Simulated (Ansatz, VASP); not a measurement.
# One calculation of AlN, two programs

```
Al N
1.0
     3.11100    0.00000    0.00000
    -1.55550    2.69421    0.00000
     0.00000    0.00000    5.02778
Al N
2 2
Direct
  0.33333 0.66667 0.00000
  0.66667 0.33333 0.50000
  0.33333 0.66667 0.38500
  0.66667 0.33333 0.88500
```

Change from the starting cell: zz strain of +1 %.

Alike in both runs: task single point; functional PBEsol; k mesh 11 × 11 × 6; occupations fermi-dirac, width 0.02 eV; no spin polarisation.

|  | VASP | Ansatz |
| --- | --- | --- |
| version | VASP 6.6.1 | Ansatz 0.2.0 |
| potentials or method | VASP PAW PBE potentials, release 64 (Al, N), cutoff 520 eV | all-electron LAPW, scalar-relativistic |

Ansatz gave:

```
gap on the k mesh at the Fermi level (eV)                     : 4.02
pressure (GPa)                                                : -1.4
traceless stress, the component that is largest in VASP (GPa) : -3.58
rms of the force components (eV/Å)                            : 0.160
```

**Question.** Estimate VASP's values.

**Answer.** gap on the k mesh at the Fermi level (eV): 4.03; pressure (GPa): -1.3; traceless stress, the component that is largest in VASP (GPa): -3.65; rms of the force components (eV/Å): 0.162.

VASP's potentials were made for PBE, not for PBEsol. Atom by atom the forces differ by 0.002 eV/Å (rms over components). Ansatz ran all-electron here, and VASP with PAW potentials.
